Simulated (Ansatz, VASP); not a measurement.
# GaSb: VASP beside Ansatz

```
Sb Ga
1.0
    -2.69723    2.69723    1.55823
     2.69723   -2.69723    1.55823
     2.69723    2.69723   -1.55823
Sb Ga
1 1
Direct
  0.00000 0.00000 0.00000
  0.75000 0.25000 0.50000
```

Alike in both runs: task single point; functional r2SCAN; k mesh 10 × 10 × 10; occupations fermi-dirac, width 0.05 eV; no spin polarisation.

|  | VASP | Ansatz |
| --- | --- | --- |
| version | VASP 6.6.1 | Ansatz 0.2.0 |
| potentials or method | VASP PAW PBE potentials, release 64 (Sb, Ga_d) | Ansatz PAW |
| plane-wave cutoff (eV) | 520 | 500 |
| valence electrons in the cell | 18 | 28 |

|  | VASP | Ansatz | Ansatz less VASP |
| --- | --- | --- | --- |
| gap on the k mesh at the Fermi level (eV) | none | none | - |
| pressure (GPa) | 2.2 | 2.2 | -0.07 |
| traceless stress, the component that is largest in VASP (GPa) | -0.08 | -0.04 | +0.041 |

VASP's potentials were made for PBE, not for r2SCAN. A gap of «none» marks a metal or a gap that the smearing closes. VASP's potentials hold 18 valence electrons a cell and Ansatz's 28, so a difference there can come from the potentials and not from the codes.

Spin-orbit coupling is off throughout.
